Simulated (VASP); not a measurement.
**Ba: single point with r2SCAN**

Crystal: Ba.

```
Ba
1.0
     3.99965    0.00000    0.00000
     0.00000    3.99965    0.00000
     0.00000    0.00000    3.60554
Ba
1
Direct
  0.50000 0.50000 0.50000
```

```json
{
 "Program": "VASP 6.6.1",
 "Task": "single point",
 "Functional": "r2SCAN",
 "Potentials or basis": "VASP PAW PBE potentials, release 64 (Ba_sv)",
 "Cutoff": "520 eV",
 "k mesh": "6 × 6 × 6",
 "Occupations": "gaussian, width 0.025 eV",
 "Spin": "no spin polarisation",
 "Dipole correction": "no",
 "Further INCAR settings": "ALGO = Normal; EDIFF = 1e-06; NBANDS = 11"
}
```

The pressure is 0.6 GPa and the band gap on the k mesh is zero (band 5 reaches 2.14 eV, above the bottom of band 6 at 1.58 eV).

Stress tensor (GPa, compression positive):
```
-0.77  0.00  0.00
 0.00 -0.77  0.00
 0.00  0.00  3.34
```

Levels at points of the mesh, in eV from the Fermi level:
```csv
k point,band 1,band 2,band 3,band 4,band 5,band 6,band 7,band 8,band 9,band 10
"(0.00, 0.00, 0.00)",-30.26,-14.70,-14.70,-14.36,-2.72,0.07,0.07,4.91,5.71,5.71
"(0.50, 0.00, 0.00)",-30.21,-15.36,-14.64,-14.31,-0.68,0.58,0.65,2.65,3.80,5.92
"(0.50, 0.50, 0.00)",-30.16,-15.26,-15.26,-14.26,-1.17,0.59,3.47,3.47,4.21,4.21
"(0.00, 0.00, 0.50)",-30.09,-15.80,-14.53,-14.53,-0.12,1.14,1.15,2.21,2.21,5.43
"(0.50, 0.00, 0.50)",-30.04,-15.70,-15.12,-14.48,-1.36,1.28,2.69,3.56,3.98,4.01
"(0.50, 0.50, 0.50)",-29.99,-15.60,-15.04,-15.04,-0.44,-0.44,0.42,4.08,6.68,7.63
```

Run time: 35 s on 1 thread of Intel(R) Xeon(R) 6975P-C (Granite Rapids), on a shared host, peak memory 0.17 GiB.

Caveat: the PAW data sets were made with another functional, which shifts forces and pressure a little; spin-orbit coupling is left out, which moves the levels of the heavy elements.
